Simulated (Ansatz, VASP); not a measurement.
# Sb2S3: VASP beside Ansatz

```
Sb S
1.0
    12.17987    0.00000    0.00000
     0.00000    3.87366    0.00000
     0.00000    0.00000   11.23891
Sb S
8 12
Direct
  0.85954 0.75000 0.46661
  0.14046 0.25000 0.53339
  0.64046 0.25000 0.96661
  0.35954 0.75000 0.03339
  0.96507 0.25000 0.17180
  0.03493 0.75000 0.82820
  0.53493 0.75000 0.67180
  0.46507 0.25000 0.32820
  0.87592 0.75000 0.05704
  0.12408 0.25000 0.94296
  0.62408 0.25000 0.55704
  0.37592 0.75000 0.44296
  0.04473 0.75000 0.37507
  0.95527 0.25000 0.62493
  0.45527 0.25000 0.87507
  0.54473 0.75000 0.12493
  0.30086 0.25000 0.18758
  0.69914 0.75000 0.81242
  0.19914 0.75000 0.68758
  0.80086 0.25000 0.31242
```

Alike in both runs: functional PBE; k mesh 2 × 6 × 2; occupations gaussian, width 0.02 eV; no spin polarisation.

Ansatz relaxed the structure, and its values are those at the end. VASP's run is a single point on that final structure, the one shown.

|  | VASP | Ansatz |
| --- | --- | --- |
| version | VASP 6.6.1 | Ansatz 0.2.0 |
| potentials or method | VASP PAW PBE potentials, release 64 (Sb, S), cutoff 500 eV | scalar-relativistic, plane waves, PAW |
| valence electrons in the cell | 112 | 192 |

```csv
,VASP,Ansatz,Ansatz less VASP
gap on the k mesh at the Fermi level (eV),1.31,1.33,+0.021
least direct gap on the mesh (eV),1.41,1.43,+0.022
pressure (GPa),-0.1,0.0,+0.09
rms of the force components (eV/Å),0.007,0.004,-0.0033
```

VASP's potentials hold 112 valence electrons a cell and Ansatz's 192, so a difference there can come from the potentials and not from the codes.

Neither program's run includes spin-orbit coupling.
